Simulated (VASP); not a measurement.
Runs of VASP 6.6.1 on Bi. The structure is that of space group Fm-3m (No. 225), or close to it. The cells are those of the table. This isn't the form of Bi at room conditions, which is rhombohedral.

```tsv
cell	gap on the mesh (eV)	pressure (GPa)
a = 3.582 Å, angles 60.0°, 1 atom	none	(a)
a = 3.720 Å, angles 60.0°, 1 atom	none	-4.3
a = 3.433 Å, angles 60.0°, 1 atom	none	7.9
a = 3.534 Å, angles 60.0°, 1 atom	none	1.9
```

Alike in all rows: task single point; level revPBE; potentials or basis VASP PAW PBE potentials, release 64 (Bi_d); no spin polarisation; k mesh 18 × 18 × 18; cutoff (eV) 520; smearing fermi-dirac 0.1 eV.

Q: Fill in the values left out.

A: (a) -0.2.

Caveats: the PAW data sets were made with another functional, which shifts forces and pressure a little; spin-orbit coupling is left out, which moves the levels of the heavy elements; the cell stands under tension (at least some runs); the cell stands under pressure (at least some runs).

A k mesh can miss the band edges, and the runs leave out spin-orbit coupling on Bi.

A gap of «none» marks levels without a gap at the run's occupations.
